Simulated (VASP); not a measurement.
# Sc3Al5N8: relaxation of cell and atoms with PBEsol

Sc3Al5N8:

```
CELL_PARAMETERS angstrom
-0.00891 -0.00515 -4.96161
3.35549 5.70898 0.01114
3.26638 -5.65754 0.00000
ATOMIC_POSITIONS crystal
Sc 0.01708 0.15944 0.32502
Sc 0.01708 0.15944 0.83442
Sc 0.51566 0.34689 0.67344
Al 0.00753 0.66381 0.33191
Al 0.00595 0.67113 0.83556
Al 0.50347 0.33907 0.16954
Al 0.50565 0.82981 0.66514
Al 0.50565 0.82981 0.16466
N 0.58840 0.15661 0.31599
N 0.58840 0.15661 0.84062
N 0.62025 0.66698 0.33349
N 0.62524 0.69424 0.84712
N 0.08892 0.35255 0.67628
N 0.12347 0.35569 0.17785
N 0.12363 0.80896 0.65332
N 0.12363 0.80896 0.15564
```

* Program: VASP 6.6.1
* Task: relaxation of cell and atoms
* Functional: PBEsol
* Potentials or basis: VASP PAW PBE potentials, release 64 (Sc_sv, Al, N)
* Cutoff: 600 eV
* k mesh: 6 × 4 × 4
* Occupations: gaussian, width 0.02 eV
* Spin: no spin polarisation
* Dipole correction: no
* Further INCAR settings: LREAL = Auto; ALGO = Normal; EDIFF = 1e-06; IBRION = 2; EDIFFG = -0.005; NSW = 100; ISIF = 3

```
Relaxed volume                         : 11.66 Å³/atom
Relaxed cell                           : a = 4.954 Å, b = 6.626 Å, c = 6.531 Å, α = 119.53°, β = 90.00°, γ = 90.21°
Space group after relaxing (to 0.05 Å) : Cm (No. 8)
Energy gained by relaxing              : 0.1 meV/atom
Ionic steps                            : 12
Pressure after relaxing                : 0.0 GPa
Largest force after relaxing           : 0.005 eV/Å
Band gap on the k mesh                 : 3.12 eV, indirect (least direct gap 3.21 eV)
```

Forces in eV/Å, atoms in the order of the input:
```
Sc   0.000 -0.002 -0.004
Sc  -0.002  0.001 -0.004
Sc   0.000  0.000 -0.005
Al   0.000  0.000  0.000
Al   0.003  0.002  0.002
Al   0.001  0.001  0.000
Al   0.000  0.001  0.004
Al   0.000 -0.001  0.004
N   -0.001  0.000  0.000
N   -0.001 -0.001  0.000
N   -0.002 -0.001  0.003
N    0.001  0.001  0.000
N    0.000  0.000 -0.003
N    0.003  0.002  0.001
N   -0.002 -0.001  0.001
N   -0.001 -0.001  0.001
```

The path:
```csv
step,energy change (eV),largest force (eV/Å),pressure (GPa),volume (Å³)
1,0.0000,0.0596,-0.05,186.71
2,-0.0006,0.0259,0.01,186.62
3,-0.0006,0.0283,0.01,186.60
4,-0.0006,0.0294,0.00,186.60
5,-0.0007,0.0131,0.01,186.59
6,-0.0007,0.0142,0.01,186.59
7,-0.0008,0.0085,-0.02,186.60
8,-0.0008,0.0111,-0.02,186.60
9,-0.0008,0.0053,0.01,186.55
10,-0.0008,0.0058,0.03,186.53
11,-0.0008,0.0057,-0.02,186.56
12,-0.0008,0.0048,0.00,186.55
```

Final structure:
```
Sc Al N
1.0
    -0.00928   -0.00536   -4.95430
     3.36019    5.71077    0.01160
     3.26557   -5.65614    0.00000
Sc Al N
3 5 8
Direct
  0.01728 0.15907 0.32475
  0.01728 0.15907 0.83432
  0.51624 0.34722 0.67361
  0.00806 0.66380 0.33190
  0.00619 0.67134 0.83567
  0.50365 0.33954 0.16977
  0.50604 0.82970 0.66512
  0.50604 0.82970 0.16458
  0.58741 0.15645 0.31561
  0.58741 0.15645 0.84084
  0.62062 0.66696 0.33348
  0.62529 0.69474 0.84737
  0.08757 0.35289 0.67645
  0.12324 0.35585 0.17793
  0.12383 0.80861 0.65318
  0.12383 0.80861 0.15543
```

Levels at points of the mesh, in eV from the valence-band top:
```tsv
k point	band 42	band 43	band 44	band 45	band 46	band 47
(0.00, 0.00, 0.00)	-0.34	-0.08	0.00	3.43	3.61	3.65
(0.50, 0.00, 0.00)	-0.65	-0.57	0.00	3.78	4.19	4.21
(0.00, 0.50, 0.00)	-0.24	-0.20	-0.09	3.49	3.50	3.95
(0.50, 0.50, 0.00)	-0.43	-0.37	-0.29	3.96	4.43	4.62
(0.00, 0.00, 0.50)	-0.33	-0.25	-0.16	3.23	3.62	3.79
(0.50, 0.00, 0.50)	-0.45	-0.36	-0.22	3.83	4.07	4.31
```

Run time: 66 min on 1 thread of Intel(R) Xeon(R) Platinum 8488C (Sapphire Rapids), with other jobs on the host, peak memory 0.51 GiB.

Caveat: the PAW data sets were made with another functional, which shifts forces and pressure a little. A k mesh can miss the band edges.
